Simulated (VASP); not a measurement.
## Al: single point with RPBE

The system is Al.

```
Al
1.0
     0.00000    2.02481    2.02481
     2.02481    0.00000    2.02481
     2.02481    2.02481    0.00000
Al
1
Direct
  0.00000 0.00000 0.00000
```

```json
{
  "Program": "VASP 6.6.1",
  "Task": "single point",
  "Functional": "RPBE",
  "Potentials or basis": "VASP PAW PBE potentials, release 64 (Al)",
  "Cutoff": "520 eV",
  "k mesh": "11 × 11 × 11",
  "Occupations": "fermi-dirac, width 0.05 eV",
  "Spin": "no spin polarisation"
}
```

```json
{"Pressure": "0.8 GPa"}
```

Levels at points of the mesh, in eV from the Fermi level:
```csv
k point,band 1,band 2,band 3,band 4
"(0.00, 0.00, 0.00)",-11.11,12.55,12.55,12.55
```

Run time: 6.7 s on 1 thread of AMD EPYC 7R13 Processor (Zen 3), on a shared host, peak memory 0.1 GiB.

Caveat: the PAW data sets were made with another functional, which shifts forces and pressure a little.
